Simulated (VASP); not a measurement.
A run of VASP 6.6.1:

File INCAR:

```
SYSTEM = Ti
  PREC = Accurate
  ENCUT = 520
  EDIFF = 1E-6
  ISMEAR = 0
  SIGMA = 0.15
  LREAL = .False.
  LASPH = .True.
  NELM = 60
  ALGO = Normal
  ISIF = 2
  LWAVE = .False.
  LCHARG = .True.
  GGA = PS
  LELF = .True.
  LVHAR = .True.
  NBANDS = 12
```

File KPOINTS:

```
Automatic mesh
0
Gamma
  20 20 20
  0 0 0
```

Contents of POSCAR:

```
Ti
1.0
    0.0000000000      2.0807500000      2.0300000000
    2.0807500000      0.0000000000      2.0300000000
    2.0807500000      2.0807500000      0.0000000000
Ti
1
Direct
    0.0000000000      0.0000000000      0.0000000000
```

Potentials or basis: VASP PAW PBE potentials, release 64 (Ti_sv).

Launch:

```bash
$ cat potpaw_PBE.64/Ti_sv/POTCAR > POTCAR
$ mpirun -np 1 vasp_std > vasp.out
```

Hardware: 1 thread of Intel(R) Xeon(R) 6975P-C (Granite Rapids), on a shared host.

Estimate the wall time of this run.

It took 39 s on 1 thread of Intel(R) Xeon(R) 6975P-C (Granite Rapids), on a shared host, peak memory 0.25 GiB. Counts: scf iterations 13, k points 641.
